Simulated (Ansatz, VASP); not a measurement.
One calculation of Hf4N, two programs

INCAR

```
  PREC = Accurate
  ENCUT = 520
  EDIFF = 1E-7
  ISMEAR = 0
  SIGMA = 0.1
  LREAL = F
  LASPH = T
  NELM = 100
  ALGO = Normal
  ISIF = 2
  LWAVE = F
  LCHARG = F
  GGA = PE
  NBANDS = 30
```

Contents of KPOINTS:

```
Automatic mesh
0
Gamma
  4 4 4
```

The input POSCAR:

```
Hf4N
1.0
    0.0000000000      3.5604279700      3.5604279700
    3.5604279700      0.0000000000      3.5604279700
    3.5604279700      3.5604279700      0.0000000000
Hf N
4 1
Direct
    0.1100682300      0.1100682300      0.1100682300
    0.1100682300      0.1100682300      0.6697953000
    0.1100682300      0.6697953000      0.1100682300
    0.6697953000      0.1100682300      0.1100682300
    0.2500000000      0.2500000000      0.2500000000
```

Input for Ansatz:

```yaml
crystal:
  lattice:
    - [0.0, 3.56042797, 3.56042797]
    - [3.56042797, 0.0, 3.56042797]
    - [3.56042797, 3.56042797, 0.0]
  atoms:
    - { symbol: Hf, position: [0.11006823, 0.11006823, 0.11006823] }
    - { symbol: Hf, position: [0.11006823, 0.11006823, 0.6697953] }
    - { symbol: Hf, position: [0.11006823, 0.6697953, 0.11006823] }
    - { symbol: Hf, position: [0.6697953, 0.11006823, 0.11006823] }
    - { symbol: "N", position: [0.25, 0.25, 0.25] }
basis:
  ecutwfc: 420
kpoints:
  mp_grid: { grid: [4, 4, 4] }
hamiltonian:
  xc: pbe
scf:
  occupations: { method: gaussian, width: 0.1 }
  lower_state_search: "off"
output:
  forces: true
  stress: true
  eigenvalues: true
```

Alike in both runs: task single point; functional PBE; k mesh 4 × 4 × 4; occupations gaussian, width 0.1 eV; no spin polarisation.

|  | VASP | Ansatz |
| --- | --- | --- |
| version | VASP 6.6.1 | Ansatz 0.2.0 |
| potentials or method | VASP PAW PBE potentials, release 64 (Hf_pv, N), cutoff 520 eV | scalar-relativistic, plane waves, PAW |
| valence electrons in the cell | 45 | 109 |

```csv
,VASP,Ansatz,Ansatz less VASP
gap on the k mesh at the Fermi level (eV),none,none,-
rms of the force components (eV/Å),1.207,1.579,+0.3715
```

Atom by atom the forces differ by 0.372 eV/Å (rms over components). A gap of «none» marks a metal or a gap that the smearing closes. The functional is the same, so the differences come from potentials, cutoffs and numerics. VASP's potentials hold 45 valence electrons a cell and Ansatz's 109, so a difference there can come from the potentials and not from the codes.

The k mesh is coarse, so the values compare programs but aren't converged. Neither program's run includes spin-orbit coupling.
